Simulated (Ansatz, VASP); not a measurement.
**Two plane-wave programs on Ir**

```xyz
4
Lattice="4.2638 0.0000 0.0000 -2.1319 3.6926 0.0000 0.0000 0.0000 4.6976" Properties=species:S:1:pos:R:3 pbc="T T T"
Ir    0.0000    0.0000    1.1744
Ir    0.0000    0.0000    3.5232
Ir    0.0000    2.4617    3.5232
Ir    2.1319    1.2309    1.1744
```

Alike in both runs: functional PBEsol; k mesh 6 × 6 × 2; occupations gaussian, width 0.1 eV; no spin polarisation.

Ansatz relaxed the structure, and its values are those at the end. VASP's run is a single point on that final structure, the one shown.

```csv
,VASP,Ansatz
version,VASP 6.6.1,Ansatz 0.2.0
potentials or method,"VASP PAW PBE potentials, release 64 (Ir), cutoff 500 eV","scalar-relativistic, plane waves, PAW"
valence electrons in the cell,36,68
```

VASP gave:

| Item | Value |
| --- | --- |
| gap on the k mesh at the Fermi level (eV) | none |
| pressure (GPa) | 0.3 |

Question: Estimate Ansatz's values.

Answer: gap on the k mesh at the Fermi level (eV): none; pressure (GPa): 0.2.

VASP's potentials were made for PBE, not for PBEsol. A gap of «none» marks a metal or a gap that the smearing closes. The functional is the same, so the differences come from potentials, cutoffs and numerics. VASP's potentials hold 36 valence electrons a cell and Ansatz's 68, so a difference there can come from the potentials and not from the codes.

The k mesh is coarse, so the values compare programs but aren't converged. Spin-orbit coupling is off throughout.
